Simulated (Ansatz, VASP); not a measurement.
# WS2 in VASP and in Ansatz

```
CELL_PARAMETERS angstrom
3.20218 -1.96300 0.00000
3.20218 1.96300 0.00000
-0.00315 0.00000 4.51574
ATOMIC_POSITIONS crystal
W 0.00000 0.00000 0.00000
S 0.68790 0.68790 0.28890
S 0.31210 0.31210 0.71110
```

Change from the starting cell: volume scaled by 1.04.

Alike in both runs: task single point; functional PBE; k mesh 8 × 8 × 6; occupations fermi-dirac, width 0.05 eV; no spin polarisation.

```csv
,VASP,Ansatz
version,VASP 6.6.1,Ansatz 0.2.0
potentials or method,"VASP PAW PBE potentials, release 64 (W_sv, S), cutoff 520 eV","all-electron LAPW, scalar-relativistic"
```

```tsv
	VASP	Ansatz	Ansatz less VASP
gap on the k mesh at the Fermi level (eV)	none	none	-
pressure (GPa)	-9.6	-9.5	+0.08
traceless stress, the component that is largest in VASP (GPa)	18.32	18.30	-0.028
rms of the force components (eV/Å)	0.723	0.722	-0.0003
```

Atom by atom the forces differ by 0.001 eV/Å (rms over components). A gap of «none» marks a metal or a gap that the smearing closes. Ansatz ran all-electron here, and VASP with PAW potentials.

Spin-orbit coupling is off throughout.
